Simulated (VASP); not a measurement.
# LuH2 in VASP: notebook, part 2 of 2

VASP 6.6.1. Earlier steps stand in the parts before.

## 4. Electric field gradients, LDA (equal xx and yy strain of -1 %)

Input file INCAR:

```
SYSTEM = LuH2
PREC = Accurate
ENCUT = 520
EDIFF = 1E-8
ISMEAR = -1
SIGMA = 0.02
LREAL = .FALSE.
LASPH = .TRUE.
NELM = 80
ALGO = Normal
ISIF = 2
LWAVE = .FALSE.
LCHARG = .FALSE.
GGA = CA
LEFG = .TRUE.
NBANDS = 20
```

Input file KPOINTS:

```
Automatic mesh
0
G
  8 8 8
  0 0 0
```

Input file POSCAR:

```
LuH2
1.0
    0.0000000000      2.4913350000      2.5165000000
    2.4913350000      0.0000000000      2.5165000000
    2.4913350000      2.4913350000      0.0000000000
Lu H
1 2
Direct
    0.0000000000      0.0000000000      0.0000000000
    0.2500000000      0.2500000000      0.2500000000
    0.7500000000      0.7500000000      0.7500000000
```

Potentials or basis: VASP PAW PBE potentials, release 64 (Lu, H).

On the command line:

```bash
cat potpaw_PBE.64/Lu/POTCAR potpaw_PBE.64/H/POTCAR > POTCAR
mpirun -np 1 vasp_std > vasp.out
```

OUTCAR:

```text
SYSTEM = LuH2
   PREC = Accurate
   ENCUT = 520
   EDIFF = 1E-8
   ISMEAR = -1
   LREAL = .FALSE.
   LASPH = .TRUE.
   NELM = 80
   ISIF = 2
   GGA = CA

 ion  position               nearest neighbor table
   1  0.000  0.000  0.000-   3 2.16   3 2.16   3 2.16   2 2.16   3 2.16   2 2.16   2 2.16   2 2.16

   2  0.250  0.250  0.250-   1 2.16   1 2.16   1 2.16   1 2.16
   3  0.750  0.750  0.750-   1 2.16   1 2.16   1 2.16   1 2.16

  LATTYP: Found a body centered tetragonal cell.
 ALAT       =     3.5232797454
 C/A-ratio  =     1.4284985479

  Lattice vectors:

 A1 = (  -2.4913350000,   0.0000000000,   2.5165000000)
 A2 = (   2.4913350000,   0.0000000000,   2.5165000000)
 A3 = (   0.0000000000,   2.4913350000,  -2.5165000000)

Analysis of symmetry for initial positions (statically):
=====================================================================
 Subroutine PRICEL returns:
 Original cell was already a primitive cell.

 Routine SETGRP: Setting up the symmetry group for a
 body centered tetragonal supercell.

 Subroutine GETGRP returns: Found 16 space group operations
 (whereof 16 operations were pure point group operations)
 out of a pool of 16 trial point group operations.

The static configuration has the point symmetry D_4h.

Analysis of symmetry for dynamics (positions and initial velocities):
=====================================================================
 Subroutine PRICEL returns:
 Original cell was already a primitive cell.

 Routine SETGRP: Setting up the symmetry group for a
 body centered tetragonal supercell.

 Subroutine GETGRP returns: Found 16 space group operations
 (whereof 16 operations were pure point group operations)
[... 160 lines left out ...]
  band No.  band energies     occupation
      1     -53.3568      2.00000
      2     -24.0595      2.00000
      3     -24.0595      2.00000
      4     -24.0549      2.00000
      5      -6.8528      2.00000
      6      -2.8000      2.00000
[... 541 lines left out ...]
     19      10.6700      0.00000
     20      11.9500      0.00000

 [... further k-points ...]
[... 5 lines left out ...]
  --------------------------------------------------------------------------------------
  -------------------------------------------------------------------------------------
  Total       -0.9008968     -0.9008968     -0.8536108      0.0000000     -0.0000000      0.0000000
  in kB      -46.2055802    -46.2055802    -43.7803558      0.0000000     -0.0000000      0.0000000
  external PRESSURE =     -45.3971721 kB  Pullay stress =       0.0000000 kB

 VOLUME and BASIS-vectors are now :
 -----------------------------------------------------------------------------
  energy-cutoff  :      520.00
  volume of cell :       31.24
      direct lattice vectors                 reciprocal lattice vectors
     0.000000000  2.491335000  2.516500000    -0.200695611  0.200695611  0.198688655
     2.491335000  0.000000000  2.516500000     0.200695611 -0.200695611  0.198688655
     2.491335000  2.491335000  0.000000000     0.200695611  0.200695611 -0.198688655

 POSITION                                       TOTAL-FORCE (eV/Angst)
 -----------------------------------------------------------------------------------
      0.00000      0.00000      0.00000         0.000000      0.000000      0.000000
      1.24567      1.24567      1.25825        -0.000000     -0.000000      0.000000
      3.73700      3.73700      3.77475         0.000000      0.000000      0.000000
 -----------------------------------------------------------------------------------
    total drift:                               -0.000000     -0.000000      0.000000

  FREE ENERGIE OF THE ION-ELECTRON SYSTEM (eV)
  ---------------------------------------------------
  free  energy   TOTEN  =       -14.0388218294 eV

  energy  without entropy=      -14.0360156406  energy(sigma->0) =      -14.03741873

 Electric field gradients (V/A^2)
---------------------------------------------------------------------
 ion       V_xx      V_yy      V_zz      V_xy      V_xz      V_yz
---------------------------------------------------------------------
   1       0.917     0.917    -1.834     0.003     0.002     0.002
   2      -0.031    -0.031     0.062     0.001     0.001     0.001
   3      -0.031    -0.031     0.062     0.001     0.001     0.001
---------------------------------------------------------------------

 Electric field gradients after diagonalization (V/A^2)
 (convention: |V_zz| > |V_xx| > |V_yy|)
----------------------------------------------------------------------
 ion       V_xx      V_yy      V_zz     asymmetry (V_yy - V_xx)/ V_zz
----------------------------------------------------------------------
   1       0.920     0.915    -1.834       0.003
   2      -0.032    -0.030     0.062       0.023
   3      -0.032    -0.030     0.062       0.023
----------------------------------------------------------------------

           NMR quadrupolar parameters

 Cq : quadrupolar parameter    Cq=e*Q*V_zz/h
 eta: asymmetry parameters     (V_yy - V_xx)/ V_zz
 Q  : nuclear electric quadrupole moment in mb (millibarn)
----------------------------------------------------------------------
 ion       Cq(MHz)       eta       Q (mb)
----------------------------------------------------------------------
   1      -0.004       0.003       1.000
   2       0.000       0.023       1.000
   3       0.000       0.023       1.000
----------------------------------------------------------------------
```

OSZICAR:

```text
N       E                     dE             d eps       ncg     rms          rms(c)
DAV:   1     0.100279916863E+03    0.10028E+03   -0.10965E+04  3012   0.447E+03
DAV:   2    -0.656074588191E+01   -0.10684E+03   -0.10303E+03  2576   0.424E+02
DAV:   3    -0.145519194777E+02   -0.79912E+01   -0.79138E+01  2656   0.799E+01
DAV:   4    -0.148187433260E+02   -0.26682E+00   -0.26527E+00  3280   0.127E+01
DAV:   5    -0.148243621509E+02   -0.56188E-02   -0.56174E-02  2856   0.179E+00    0.710E+00
DAV:   6    -0.141888282523E+02    0.63553E+00   -0.11220E+00  3776   0.267E+01    0.342E+00
DAV:   7    -0.140407530322E+02    0.14808E+00   -0.29931E-01  3548   0.655E+00    0.801E-01
DAV:   8    -0.140386171308E+02    0.21359E-02   -0.51377E-02  3360   0.147E+00    0.230E-01
DAV:   9    -0.140387803071E+02   -0.16318E-03   -0.14451E-03  3712   0.762E-01    0.852E-02
DAV:  10    -0.140388207600E+02   -0.40453E-04   -0.27510E-04  3776   0.239E-01    0.279E-02
DAV:  11    -0.140388226444E+02   -0.18844E-05   -0.25057E-05  3240   0.444E-02    0.104E-02
DAV:  12    -0.140388217609E+02    0.88351E-06   -0.28608E-06  3704   0.582E-02    0.156E-03
DAV:  13    -0.140388218328E+02   -0.71965E-07   -0.42313E-07  3008   0.449E-03    0.504E-04
DAV:  14    -0.140388218294E+02    0.34397E-08   -0.25112E-08  2992   0.230E-03
   1 F= -.14038822E+02 E0= -.14037419E+02  d E =-.280619E-02
```

stdout:

```text
POSCAR found type information on POSCAR LuH
 POSCAR found :  2 types and       3 ions
 scaLAPACK will be used
 -----------------------------------------------------------------------------
|                                                                             |
|                                                                             |
|     You enforced a specific xc type in the INCAR file but a different       |
|     I HOPE YOU KNOW WHAT YOU ARE DOING!                                     |
|                                                                             |
 -----------------------------------------------------------------------------

 LDA part: xc-table for (Slater(with rela. corr.)+CA(PZ))
 , standard interpolation
 POSCAR, INCAR and KPOINTS ok, starting setup
 FFT: planning ... GRIDC
 FFT: planning ... GRID_SOFT
 FFT: planning ... GRID
 WAVECAR not read
 entering main loop
ion   1

ion   2

ion   3
```

It took 75 s on 1 thread of AMD EPYC 7R13, shared host; peak memory 0.15 GiB.

What came out:

```yaml
Free_energy: -14.0388 eV
Pressure: -4.5 GPa
```

Electric field gradients, principal values (V/Å²):
```tsv
atom	least	middle	greatest (by size)
1 Lu	0.915	0.920	-1.834
2 H	-0.030	-0.032	0.062
3 H	-0.030	-0.032	0.062
```

Caveat: the cell differs from its parent crystal (equal xx and yy strain of -1 %); without QUAD_EFG the Cq values of the log hold for a quadrupole moment of 1 mb, not for the nuclei; the PAW data sets were made with another functional, which shifts forces and pressure a little; spin-orbit coupling is left out, which moves the levels of the heavy elements.

## 5. Electric field gradients, LDA (volume scaled by 0.96)

Input file INCAR:

```
PREC = Accurate
ENCUT = 520
EDIFF = 1E-8
ISMEAR = -1
SIGMA = 0.02
LREAL = False
LASPH = True
NELM = 60
ALGO = Normal
ISIF = 2
LWAVE = False
LCHARG = False
GGA = CA
LEFG = True
NBANDS = 20
```

Input file KPOINTS:

```
Automatic mesh
0
Gamma
  8 8 8
```

Input file POSCAR:

```
LuH2
1.0
    0.0000000000      2.4824890740      2.4824890740
    2.4824890740      0.0000000000      2.4824890740
    2.4824890740      2.4824890740      0.0000000000
Lu H
1 2
Direct
    0.0000000000      0.0000000000      0.0000000000
    0.2500000000      0.2500000000      0.2500000000
    0.7500000000      0.7500000000      0.7500000000
```

Potentials or basis: VASP PAW PBE potentials, release 64 (Lu, H).

On the command line:

```bash
cat potpaw_PBE.64/Lu/POTCAR potpaw_PBE.64/H/POTCAR > POTCAR
mpirun -np 1 vasp_std > vasp.out
```

OUTCAR:

```text
PREC = Accurate
   ENCUT = 520
   EDIFF = 1E-8
   ISMEAR = -1
   LREAL = False
   LASPH = True
   NELM = 60
   ISIF = 2
   GGA = CA

 ion  position               nearest neighbor table
   1  0.000  0.000  0.000-   3 2.15   3 2.15   3 2.15   2 2.15   3 2.15   2 2.15   2 2.15   2 2.15

   2  0.250  0.250  0.250-   1 2.15   1 2.15   1 2.15   1 2.15
   3  0.750  0.750  0.750-   1 2.15   1 2.15   1 2.15   1 2.15

  LATTYP: Found a face centered cubic cell.
 ALAT       =     4.9649781480

  Lattice vectors:

 A1 = (   0.0000000000,   2.4824890740,   2.4824890740)
[... 770 lines left out ...]

  energy  without entropy=      -14.0489620596  energy(sigma->0) =      -14.05065428

 Electric field gradients (V/A^2)
---------------------------------------------------------------------
 ion       V_xx      V_yy      V_zz      V_xy      V_xz      V_yz
---------------------------------------------------------------------
   1       0.000    -0.000    -0.000     0.002     0.002     0.002
   2      -0.000    -0.000     0.000     0.001     0.001     0.001
   3      -0.000    -0.000     0.000     0.001     0.001     0.001
---------------------------------------------------------------------

 Electric field gradients after diagonalization (V/A^2)
 (convention: |V_zz| > |V_xx| > |V_yy|)
----------------------------------------------------------------------
 ion       V_xx      V_yy      V_zz     asymmetry (V_yy - V_xx)/ V_zz
----------------------------------------------------------------------
   1      -0.002    -0.002     0.005       0.000
   2      -0.001    -0.001     0.002       0.000
   3      -0.001    -0.001     0.002       0.000
----------------------------------------------------------------------

           NMR quadrupolar parameters

 Cq : quadrupolar parameter    Cq=e*Q*V_zz/h
 eta: asymmetry parameters     (V_yy - V_xx)/ V_zz
 Q  : nuclear electric quadrupole moment in mb (millibarn)
----------------------------------------------------------------------
 ion       Cq(MHz)       eta       Q (mb)
----------------------------------------------------------------------
   1       0.000       0.000       1.000
   2       0.000       0.000       1.000
   3       0.000       0.000       1.000
----------------------------------------------------------------------
```

OSZICAR:

```text
N       E                     dE             d eps       ncg     rms          rms(c)
DAV:   1     0.939613543779E+02    0.93961E+02   -0.10836E+04  1476   0.440E+03
DAV:   2    -0.678351274865E+01   -0.10074E+03   -0.97398E+02  1220   0.416E+02
DAV:   3    -0.145789356913E+02   -0.77954E+01   -0.77214E+01  1256   0.796E+01
DAV:   4    -0.148485889295E+02   -0.26965E+00   -0.26823E+00  1684   0.130E+01
DAV:   5    -0.148537494851E+02   -0.51606E-02   -0.51595E-02  1372   0.177E+00    0.715E+00
DAV:   6    -0.142047838965E+02    0.64897E+00   -0.11710E+00  1840   0.273E+01    0.345E+00
DAV:   7    -0.140548808042E+02    0.14990E+00   -0.30427E-01  1720   0.628E+00    0.820E-01
DAV:   8    -0.140520760627E+02    0.28047E-02   -0.48906E-02  1748   0.149E+00    0.228E-01
DAV:   9    -0.140522932418E+02   -0.21718E-03   -0.15813E-03  1812   0.696E-01    0.850E-02
DAV:  10    -0.140523460818E+02   -0.52840E-04   -0.25422E-04  1828   0.210E-01    0.285E-02
DAV:  11    -0.140523471263E+02   -0.10444E-05   -0.22964E-05  1540   0.416E-02    0.918E-03
DAV:  12    -0.140523464335E+02    0.69275E-06   -0.24594E-06  1820   0.528E-02    0.159E-03
DAV:  13    -0.140523465007E+02   -0.67204E-07   -0.31986E-07  1340   0.414E-03    0.557E-04
DAV:  14    -0.140523464974E+02    0.33215E-08   -0.24083E-08  1464   0.200E-03
   1 F= -.14052346E+02 E0= -.14050654E+02  d E =-.338444E-02
```

Wall time 11 s (1 thread of Intel Xeon 6975P-C (Granite Rapids), shared host); peak memory 0.16 GiB.

Results:

- Free energy: -14.0523 eV
- Pressure: -2.7 GPa

Caveat: without QUAD_EFG the Cq values of the log hold for a quadrupole moment of 1 mb, not for the nuclei; the PAW data sets were made with another functional, which shifts forces and pressure a little; spin-orbit coupling is left out, which moves the levels of the heavy elements.

## 6. Overview

```tsv
task	cell	k mesh for the DOS	occupations for the DOS	gap on the mesh (eV)	pressure (GPa)
electric field gradients	a = 3.606 Å, angles 60.0°, 3 atoms	-	-	none	-9.1
density of states	a = 3.559 Å, angles 60.0°, 3 atoms	12 × 12 × 12	tetrahedron	-	-
electric field gradients	a = 3.541, b = 3.541, c = 3.523 Å, angles 60.2, 60.2, 59.7°, 3 atoms	-	-	none	-4.5
electric field gradients	a = 3.511 Å, angles 60.0°, 3 atoms	-	-	none	-2.7
```

Alike in all rows: level LDA; potentials or basis VASP PAW PBE potentials, release 64 (Lu, H); no spin polarisation; k mesh 8 × 8 × 8; cutoff (eV) 520; smearing fermi-dirac 0.02 eV.

Caveats: the PAW data sets were made with another functional, which shifts forces and pressure a little; spin-orbit coupling is left out, which moves the levels of the heavy elements.

Total energies depend on the potentials used, so only differences within one code and one set of settings carry meaning.
